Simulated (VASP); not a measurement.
# CuI3 (Pm-3m) in VASP: further runs

The runs below take CuI3 through single point, relaxation of cell and atoms, with PBE.

Everything below comes from runs of VASP 6.6.1. Logs are shortened: lines on timing, memory, paths and dates and some standing lists are left out, and cuts for length are marked.

**1. The cell of the first run**

Symmetry: Pm-3m, No. 221, cubic system. Conventional cell: a = 5.072 Å, b = 5.072 Å, c = 5.072 Å, α = 90.00°, β = 90.00°, γ = 90.00°. Within 4.7 Å of Cu (site symmetry m-3m) lie 12 I at 3.59 Å. Within 4.7 Å of I (site symmetry 4/mmm) lie 4 Cu at 3.59 Å and 8 I at 3.59 Å.

**2. Single point, PBE**

Input file INCAR:

```
SYSTEM = CuI3
  PREC = Accurate
  ENCUT = 520
  EDIFF = 1E-6
  ISMEAR = 0
  SIGMA = 0.1
  LREAL = .False.
  LASPH = .True.
  NELM = 100
  ALGO = Normal
  ISIF = 2
  LWAVE = .False.
  LCHARG = .False.
  GGA = PE
  NBANDS = 24
```

Input file KPOINTS:

```
Automatic mesh
0
Gamma
  10 10 10
  0 0 0
```

Input file POSCAR:

```
CuI3
1.0
    5.0723736437      0.0000000000      0.0000000000
    0.0000000000      5.0723736437      0.0000000000
    0.0000000000      0.0000000000      5.0723736437
Cu I
1 3
Direct
    0.0000000000      0.0000000000      0.0000000000
    0.0000000000      0.5000000000      0.5000000000
    0.5000000000      0.0000000000      0.5000000000
    0.5000000000      0.5000000000      0.0000000000
```

Potentials or basis: VASP PAW PBE potentials, release 64 (Cu, I).

Launch:

```
$ cat potpaw_PBE.64/Cu/POTCAR potpaw_PBE.64/I/POTCAR > POTCAR
$ mpirun -np 1 vasp_std > vasp.out
```

OUTCAR:

```text
SYSTEM = CuI3
   PREC = Accurate
   ENCUT = 520
   EDIFF = 1E-6
   ISMEAR = 0
   LREAL = .False.
   LASPH = .True.
   NELM = 100
   ISIF = 2
   GGA = PE

 ion  position               nearest neighbor table
   1  0.000  0.000  0.000-
   2  0.000  0.500  0.500-
   3  0.500  0.000  0.500-
   4  0.500  0.500  0.000-

  LATTYP: Found a simple cubic cell.
 ALAT       =     5.0723736437

  Lattice vectors:

 A1 = (   5.0723736437,   0.0000000000,   0.0000000000)
 A2 = (   0.0000000000,   5.0723736437,   0.0000000000)
 A3 = (   0.0000000000,   0.0000000000,   5.0723736437)

Analysis of symmetry for initial positions (statically):
=====================================================================
 Subroutine PRICEL returns:
 Original cell was already a primitive cell.

 Routine SETGRP: Setting up the symmetry group for a
 simple cubic supercell.

 Subroutine GETGRP returns: Found 48 space group operations
 (whereof 48 operations were pure point group operations)
 out of a pool of 48 trial point group operations.

The static configuration has the point symmetry O_h .

Analysis of symmetry for dynamics (positions and initial velocities):
=====================================================================
 Subroutine PRICEL returns:
 Original cell was already a primitive cell.

 Routine SETGRP: Setting up the symmetry group for a
 simple cubic supercell.

 Subroutine GETGRP returns: Found 48 space group operations
 (whereof 48 operations were pure point group operations)
 out of a pool of 48 trial point group operations.

The dynamic configuration has the point symmetry O_h .

 Subroutine INISYM returns: Found 48 space group operations
 (whereof 48 operations are pure point group operations),
 and found     1 'primitive' translations

----------------------------------------------------------------------------------------

                                     Primitive cell

  volume of cell :     130.5070

  direct lattice vectors                    reciprocal lattice vectors
     5.072373644  0.000000000  0.000000000     0.197146360  0.000000000  0.000000000
     0.000000000  5.072373644  0.000000000     0.000000000  0.197146360  0.000000000
     0.000000000  0.000000000  5.072373644     0.000000000  0.000000000  0.197146360

  length of vectors
     5.072373644  5.072373644  5.072373644     0.197146360  0.197146360  0.197146360

  position of ions in fractional coordinates (direct lattice)
     0.000000000  0.000000000  0.000000000
     0.000000000  0.500000000  0.500000000
     0.500000000  0.000000000  0.500000000
     0.500000000  0.500000000  0.000000000

  ion indices of the primitive-cell ions
   primitive index   ion index
                 1           1
                 2           2
                 3           3
                 4           4

----------------------------------------------------------------------------------------

 KPOINTS: Automatic mesh

Automatic generation of k-mesh.
 Grid dimensions read from file:
 generate k-points for:   10   10   10

 Generating k-lattice:

  Cartesian coordinates                     Fractional coordinates (reciprocal lattice)
     0.019714636  0.000000000  0.000000000     0.100000000  0.000000000  0.000000000
     0.000000000  0.019714636  0.000000000     0.000000000  0.100000000  0.000000000
     0.000000000  0.000000000  0.019714636     0.000000000  0.000000000  0.100000000

  Length of vectors
     0.019714636  0.019714636  0.019714636

  Shift w.r.t. Gamma in fractional coordinates (k-lattice)
     0.000000000  0.000000000  0.000000000

 Subroutine IBZKPT returns following result:
 ===========================================

 Found     56 irreducible k-points:

 Following reciprocal coordinates:
            Coordinates               Weight
  0.000000  0.000000  0.000000      1.000000
  0.100000  0.000000  0.000000      6.000000
  0.200000  0.000000  0.000000      6.000000
  0.300000  0.000000  0.000000      6.000000
  0.400000  0.000000  0.000000      6.000000
  0.500000  0.000000  0.000000      3.000000
[... 16 lines left out ...]
  0.200000  0.100000  0.100000     24.000000
  0.300000  0.100000  0.100000     24.000000
 [... further k-points ...]
   k-points           NKPTS =     56   k-points in BZ     NKDIM =     56   number of bands    NBANDS=     24
   number of dos      NEDOS =    301   number of ions     NIONS =      4
   total plane-waves  NPLWV =  64000
   dimension x,y,z NGX =    40 NGY =   40 NGZ =   40
   dimension x,y,z NGXF=    80 NGYF=   80 NGZF=   80
   ions per type =               1   3
   NGX,Y,Z   is equivalent  to a cutoff of  13.11, 13.11, 13.11 a.u.
   NGXF,Y,Z  is equivalent  to a cutoff of  26.22, 26.22, 26.22 a.u.
 SYSTEM =  CuI3
   PREC   = accura    normal or accurate (medium, high low for compatibility)
   ISTART =      0    job   : 0-new  1-cont  2-samecut
   ICHARG =      2    charge: 1-file 2-atom 10-const
   ISPIN  =      1    spin polarized calculation?
   LNONCOLLINEAR =      F non collinear calculations
   LSORBIT =      F    spin-orbit coupling
   LASPH  =      T    aspherical Exc in radial PAW
   ENCUT  =  520.0 eV  38.22 Ry    6.18 a.u.   9.43  9.43  9.43*2*pi/ulx,y,z
   NELM   =    100;   NELMIN=  2; NELMDL= -5     # of ELM steps
   EDIFF  = 0.1E-05   stopping-criterion for ELM
   LREAL  =      F    real-space projection
   EDIFFG = 0.1E-04   stopping-criterion for IOM
   NSW    =      0    number of steps for IOM
   IBRION =     -1    ionic relax: 0-MD 1-quasi-New 2-CG
   NFREE  =      0    steps in history (QN), initial steepest desc. (CG)
   ISIF   =      2    stress and relaxation
   ISYM   =      2    0-nonsym 1-usesym 2-fastsym
   POTIM  = 0.5000    time-step for ionic-motion
   TEBEG  =    0.0;   TEEND  =   0.0 temperature during run
   PSTRESS=    0.0 pullay stress
   NELECT =      32.0000    total number of electrons
   NUPDOWN=      -1.0000    fix difference up-down
   EMIN   =  10.00;   EMAX   =-10.00  energy-range for DOS
   EFERMI =   0.00;   METHOD = LEGACY
   ISMEAR =     0;   SIGMA  =   0.10  broadening in eV -4-tet -1-fermi 0-gaus
   EFERMI_NEDOS =   21; number of points for ismear=-14 and -15
   IALGO  =     38    algorithm
   IMIX   =      4    mixing-type and parameters
     AMIX     =   0.40;   BMIX     =  1.00
     AMIX_MAG =   1.60;   BMIX_MAG =  1.00
  volume/ion in A,a.u.               =      32.63       220.18
  Fermi-wavevector in a.u.,A,eV,Ry     =   1.024661  1.936329 14.285170  1.049930
  Thomas-Fermi vector in A             =   2.158460
   LORBIT       =      0    0 simple, 1 ext, 2 COOP (PROOUT), +10 PAW based schemes
   GGA     = PE    functional components
   LHFCALC =     F    Hartree Fock is set to
   AEXX    =    0.0000 exact exchange contribution
   IVDW    =     0    specifies the selected vdW correction
   LEPSILON=     F    determine dielectric tensor
   LRPA    =     F    only Hartree local field effects (RPA)
 non-spin polarized calculation
 Gauss-broadening in eV      SIGMA  =   0.10
  energy-cutoff  :      520.00
  volume of cell :      130.51
 maximum number of plane-waves:      3548
 NGX is ok and might be reduce to    40
   NGX = 19   NGY = 19   NGZ = 19

 number of electron      31.9999989 magnetization

 Free energy of the ion-electron system (eV)
  ---------------------------------------------------
  ext. energy  EPLUGINS =         0.00000000
  ---------------------------------------------------
  free energy    TOTEN  =        -5.21768969 eV

  energy without entropy =       -5.18016933  energy(sigma->0) =       -5.19892951

 E-fermi :   4.1408     XC(G=0):  -9.0142

 val. band max:        4.1391549671   @ k =   0.2000   0.1000   0.0000
 cond. band min:       4.1522690414   @ k =   0.4000   0.4000   0.2000
 fundamental gap:      0.0131140744
 Fermi energy:         4.1408389333

 k-point     1 :       0.0000    0.0000    0.0000
  band No.  band energies     occupation
      1      -9.2875      2.00000
      2      -7.4291      2.00000
      3      -7.4291      2.00000
      4       0.1686      2.00000
      5       0.1686      2.00000
      6       0.1686      2.00000
[... 16 lines left out ...]
     23      10.2089      0.00000
     24      10.2089      0.00000

 k-point     2 :       0.1000    0.0000    0.0000
  band No.  band energies     occupation
      1      -9.2552      2.00000
      2      -7.4823      2.00000
      3      -7.4259      2.00000
      4       0.2091      2.00000
      5       0.2091      2.00000
      6       0.2129      2.00000
[... 16 lines left out ...]
     23      10.2462      0.00000
     24      10.2484      0.00000

 k-point     3 :       0.2000    0.0000    0.0000
  band No.  band energies     occupation
      1      -9.1608      2.00000
      2      -7.6303      2.00000
      3      -7.4174      2.00000
      4       0.3262      2.00000
      5       0.3262      2.00000
      6       0.3427      2.00000
[... 16 lines left out ...]
     23      10.3634      0.00000
     24      10.3919      0.00000

 k-point     4 :       0.3000    0.0000    0.0000
  band No.  band energies     occupation
      1      -9.0149      2.00000
      2      -7.8409      2.00000
      3      -7.4068      2.00000
      4       0.5025      2.00000
      5       0.5025      2.00000
      6       0.5442      2.00000
[... 16 lines left out ...]
     23      10.5387      0.00000
     24      11.1866      0.00000

 k-point     5 :       0.4000    0.0000    0.0000
  band No.  band energies     occupation
      1      -8.8466      2.00000
      2      -8.0603      2.00000
      3      -7.3982      2.00000
      4       0.6921      2.00000
      5       0.6921      2.00000
      6       0.7720      2.00000
[... 451 lines left out ...]
 k-point    22 :       0.1000    0.1000    0.1000
  band No.  band energies     occupation
      1      -9.1912      2.00000
      2      -7.5011      2.00000
      3      -7.5011      2.00000
      4       0.0251      2.00000
      5       0.4289      2.00000
      6       0.4289      2.00000
[... 16 lines left out ...]
     23      10.4744      0.00000
     24      10.4744      0.00000

 k-point    23 :       0.2000    0.1000    0.1000
  band No.  band energies     occupation
      1      -9.0986      2.00000
      2      -7.6395      2.00000
      3      -7.4917      2.00000
      4      -0.0019      2.00000
      5       0.5361      2.00000
      6       0.6995      2.00000
[... 16 lines left out ...]
     23      10.3747      0.00000
     24      10.7614      0.00000

 k-point    24 :       0.3000    0.1000    0.1000
  band No.  band energies     occupation
      1      -8.9553      2.00000
      2      -7.8386      2.00000
      3      -7.4800      2.00000
      4       0.0903      2.00000
      5       0.7025      2.00000
      6       0.9143      2.00000
[... 16 lines left out ...]
     23      10.9832      0.00000
     24      11.1203      0.00000

 [... further k-points ...]
[... 5 lines left out ...]
  --------------------------------------------------------------------------------------
  -------------------------------------------------------------------------------------
  Total        0.0411031      0.0411031      0.0411031     -0.0000000      0.0000000     -0.0000000
  in kB        0.5046054      0.5046054      0.5046054     -0.0000000      0.0000000     -0.0000000
  external PRESSURE =       0.5046054 kB  Pullay stress =       0.0000000 kB

 VOLUME and BASIS-vectors are now :
 -----------------------------------------------------------------------------
  energy-cutoff  :      520.00
  volume of cell :      130.51
      direct lattice vectors                 reciprocal lattice vectors
     5.072373644  0.000000000  0.000000000     0.197146360  0.000000000  0.000000000
     0.000000000  5.072373644  0.000000000     0.000000000  0.197146360  0.000000000
     0.000000000  0.000000000  5.072373644     0.000000000  0.000000000  0.197146360

 POSITION                                       TOTAL-FORCE (eV/Angst)
 -----------------------------------------------------------------------------------
      0.00000      0.00000      0.00000         0.000000      0.000000      0.000000
      0.00000      2.53619      2.53619         0.000000      0.000000      0.000000
      2.53619      0.00000      2.53619         0.000000      0.000000      0.000000
      2.53619      2.53619      0.00000         0.000000      0.000000      0.000000
 -----------------------------------------------------------------------------------
    total drift:                                0.000000     -0.000000     -0.000000

  FREE ENERGIE OF THE ION-ELECTRON SYSTEM (eV)
  ---------------------------------------------------
  free  energy   TOTEN  =        -5.2176896904 eV

  energy  without entropy=       -5.1801693262  energy(sigma->0) =       -5.19892951
```

It took 6.9 min on 1 thread of Intel Xeon Platinum 8259CL at 2.50GHz (Skylake/Cascade Lake), shared host; peak memory 0.34 GiB.

Results:

* Free energy: -5.2177 eV
* Pressure: 0.1 GPa
* Band gap on the k mesh: zero (band 16 reaches 4.51 eV, above the bottom of band 17 at 3.93 eV)

Levels at points of the mesh, in eV from the Fermi level:
| k point | band 14 | band 15 | band 16 | band 17 | band 18 | band 19 |
| --- | --- | --- | --- | --- | --- | --- |
| (0.00, 0.00, 0.00) | -1.20 | -0.42 | 0.10 | 0.10 | 0.10 | 5.15 |
| (0.50, 0.00, 0.00) | -1.14 | -0.76 | -0.11 | -0.11 | 1.86 | 3.43 |
| (0.50, 0.50, 0.00) | -0.82 | -0.82 | 0.24 | 0.42 | 1.31 | 3.76 |
| (0.50, 0.50, 0.50) | 0.30 | 0.30 | 0.37 | 0.37 | 0.37 | 7.13 |

Caveat: spin-orbit coupling is left out, which moves the levels of the heavy elements; semilocal functionals often make such compounds metallic where correlation or magnetic order opens a gap, which also shifts bond lengths.

(Part 1 of 2 ends here.)
